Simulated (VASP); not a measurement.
Set up this calculation in VASP 6.6.1, as the native input.

- Task: single point
- Functional: PBEsol
- Potentials or basis: VASP PAW PBE potentials, release 64 (Zr_sv)
- Cutoff: 520 eV
- k mesh: 16 × 16 × 16
- Occupations: gaussian, width 0.1 eV
- Spin: no spin polarisation
- Dipole correction: no
- Further INCAR settings: ALGO = Normal; EDIFF = 1e-07; NBANDS = 12

The structure of Zr lies in POSCAR:

```
Zr
1.0
    0.0000000000      2.3141035500      2.3141035500
    2.3141035500      0.0000000000      2.3141035500
    2.3141035500      2.3141035500      0.0000000000
Zr
1
Direct
    0.0000000000      0.0000000000      0.0000000000
```

This cell differs from its parent crystal: strained.

The input as run:

INCAR

```
PREC = Accurate
ENCUT = 520
EDIFF = 1E-7
ISMEAR = 0
SIGMA = 0.1
LREAL = False
LASPH = True
NELM = 60
ALGO = Normal
ISIF = 2
LWAVE = False
LCHARG = False
GGA = PS
NBANDS = 12
```

KPOINTS

```
regular mesh
0
Gamma
  16 16 16
```

Potentials or basis: VASP PAW PBE potentials, release 64 (Zr_sv).

Launch:

```bash
$ cat potpaw_PBE.64/Zr_sv/POTCAR > POTCAR
$ mpirun -np 1 vasp_std > vasp.out
```

Results of the run:

```yaml
Pressure: -8.7 GPa
Band_gap_on_the_k_mesh: zero (band 6 reaches 9.03 eV, above the bottom of band 7 at 7.71 eV)
```

Caveat: the cell differs from its parent crystal (strained); the PAW data sets were made with another functional, which shifts forces and pressure a little.

Run time: 31 s on 1 thread of Intel(R) Xeon(R) Platinum 8259CL CPU @ 2.50GHz (Skylake/Cascade Lake), on a shared host, peak memory 0.16 GiB.
